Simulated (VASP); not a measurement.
A run of VASP 6.6.1 is set up as follows.

File INCAR:

```
PREC = Accurate ; ENCUT = 600
EDIFF = 1E-6 ; ISMEAR = -1
SIGMA = 0.1 ; LREAL = False
LASPH = True ; NELM = 200
ALGO = Normal ; ISIF = 2
LWAVE = False ; LCHARG = False
ISPIN = 2 ; MAGMOM = 4 -4 0 0
LORBIT = 11 ; LMAXMIX = 4
LDAU = True ; LDAUTYPE = 2
LDAUL = 2 -1 ; LDAUU = 4.5 0
LDAUJ = 0 0 ; LDAUPRINT = 1
GGA = PE ; NBANDS = 26
GGA_COMPAT = False
```

File KPOINTS:

```
regular mesh
0
Gamma
  9 9 9
```

The input POSCAR:

```
FeO
1.0
    4.3949500000      2.2624250000      2.2624250000
    2.2624250000      4.3949500000      2.2624250000
    2.2624250000      2.2624250000      4.3949500000
Fe O
2 2
Direct
    0.0000000000      0.0000000000      0.0000000000
    0.5000000000      0.5000000000      0.5000000000
    0.2500000000      0.2500000000      0.2500000000
    0.7500000000      0.7500000000      0.7500000000
```

Potentials or basis: VASP PAW PBE potentials, release 64 (Fe, O).

Run with:

```sh
$ cat potpaw_PBE.64/Fe/POTCAR potpaw_PBE.64/O/POTCAR > POTCAR
$ mpirun -np 1 vasp_std > vasp.out
```

Problem. What does it give for the site moments?

Solution. Fe +3.74, -3.74; O +0.00 μB.

Problem. Predict the net moment.

Solution. 0.00 μB per cell.

Problem. Estimate the band gap on the k mesh.

Solution. Zero (filled and empty bands overlap).

Problem. What does it give for the pressure?

Solution. 0.0 GPa.

Stress tensor (GPa, compression positive):
```
-0.03 -0.09 -0.09
-0.09 -0.03 -0.09
-0.09 -0.09 -0.03
```

The state reached can hang on the start; a lower one may exist.
